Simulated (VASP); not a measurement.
Write the native input for VASP 6.6.1 that does the following.

- Task: single point
- Functional: PBE
- Potentials or basis: VASP PAW PBE potentials, release 64 (Pr_3, W_sv, I), 4f in core
- Cutoff: 500 eV
- k mesh: 4 × 4 × 4
- Occupations: gaussian, width 0.2 eV
- Spin: no spin polarisation
- Dipole correction: no
- Mended: yes
- Further INCAR settings: ALGO = Normal; EDIFF = 1e-06; NBANDS = 34

The structure of PrW2I2 lies in POSCAR:

```
PrW2I2
1.0
   -2.7535893912      2.7535893912      5.2652130656
    2.7535893912     -2.7535893912      5.2652130656
    2.7535893912      2.7535893912     -5.2652130656
Pr W I
1 2 2
Direct
    0.0000000000      0.0000000000      0.0000000000
    0.5000000000      0.0000000000      0.5000000000
    0.0000000000      0.5000000000      0.5000000000
    0.7500000000      0.2500000000      0.5000000000
    0.2500000000      0.7500000000      0.5000000000
```

The cell was built from a structure type or drawn by symmetry, and may not be a known phase.

One way to write it, as run:

INCAR

```
SYSTEM = PrW2I2
PREC = Accurate
ENCUT = 500
EDIFF = 1E-6
ISMEAR = 0
SIGMA = 0.2
LREAL = .False.
LASPH = .True.
NELM = 200
ALGO = Normal
ISIF = 2
LWAVE = .False.
LCHARG = .True.
GGA = PE
LELF = .True.
LVHAR = .True.
NBANDS = 34
GGA_COMPAT = .False.
LMAXMIX = 6
```

KPOINTS

```
Automatic mesh
0
Gamma
  4 4 4
  0 0 0
```

Potentials or basis: VASP PAW PBE potentials, release 64 (Pr_3, W_sv, I), 4f in core.

Launch:

```sh
$ cat potpaw_PBE.64/Pr_3/POTCAR potpaw_PBE.64/W_sv/POTCAR potpaw_PBE.64/I/POTCAR > POTCAR
$ mpirun -np 1 vasp_std > vasp.out
```

It gave:

* Pressure: 0.0 GPa
* Band gap on the k mesh: zero (an odd number of electrons rules out a gap without spin polarisation)

Caveat: spin-orbit coupling is left out, which moves the levels of the heavy elements; the 4f electrons are frozen in the core, so they carry no moment and show no levels; an odd number of electrons without spin polarisation forces a metal; a magnetic or distorted state may lie lower; the run has no spin polarisation, though such a crystal can be magnetic.

Wall time 52 s on 1 thread of AMD EPYC 9R45 96-Core Processor (Zen 5), on a shared host, peak memory 0.32 GiB.
